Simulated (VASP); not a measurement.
A run of VASP 6.6.1 is set up as follows.

The input INCAR:

```
SYSTEM = Ge
PREC     = Accurate       ! precision mode
ENCUT    = 600            ! plane-wave cutoff, eV
EDIFF    = 1E-6           ! SCF threshold, eV
ISMEAR   = 1              ! smearing method
SIGMA    = 0.1            ! smearing width, eV
LREAL    = .FALSE.        ! projectors in reciprocal space
LASPH    = .TRUE.         ! aspherical terms in the spheres
NELM     = 80             ! most SCF steps
ALGO     = Normal         ! electronic algorithm
ISIF     = 3              ! what is computed and relaxed
LWAVE    = .FALSE.        ! write WAVECAR
LCHARG   = .FALSE.        ! write CHGCAR
IBRION   = 2              ! ionic algorithm
NSW      = 80             ! ionic steps
EDIFFG   = -0.01          ! ionic threshold
```

Contents of KPOINTS:

```
Automatic mesh
0
G
  12 12 12
  0 0 0
```

The input POSCAR:

```
Ge
1.0
   -2.5744900000      2.5744900000      1.3974130000
    2.5744900000     -2.5744900000      1.3974130000
    2.5744900000      2.5744900000     -1.3974130000
Ge
2
Direct
    0.2500000000      0.7500000000      0.5000000000
    0.5000000000      0.5000000000      0.0000000000
```

Potentials or basis: VASP PAW LDA potentials, release 64 (Ge_d).

The run is started by

```sh
$ cat potpaw_LDA.64/Ge_d/POTCAR > POTCAR
$ mpirun -np 1 vasp_std > vasp.out
```

Problem. Estimate the space group after relaxing (to 0.1 Å).

Solution. I4_1/amd (No. 141).

Problem. Predict the relaxed cell.

Solution. a = 3.850 Å, b = 3.850 Å, c = 3.850 Å, α = 97.50°, β = 97.50°, γ = 137.65°.

Final structure:
```cif
data_structure
_symmetry_space_group_name_H-M 'P 1'
_symmetry_Int_Tables_number 1
_cell_length_a 3.8500
_cell_length_b 3.8500
_cell_length_c 3.8500
_cell_angle_alpha 97.496
_cell_angle_beta 97.496
_cell_angle_gamma 137.653
_cell_volume 35.85
loop_
_atom_site_label
_atom_site_type_symbol
_atom_site_fract_x
_atom_site_fract_y
_atom_site_fract_z
_atom_site_occupancy
Ge1 Ge 0.25000 0.75000 0.50000 1
Ge2 Ge 0.50000 0.50000 0.00000 1
```
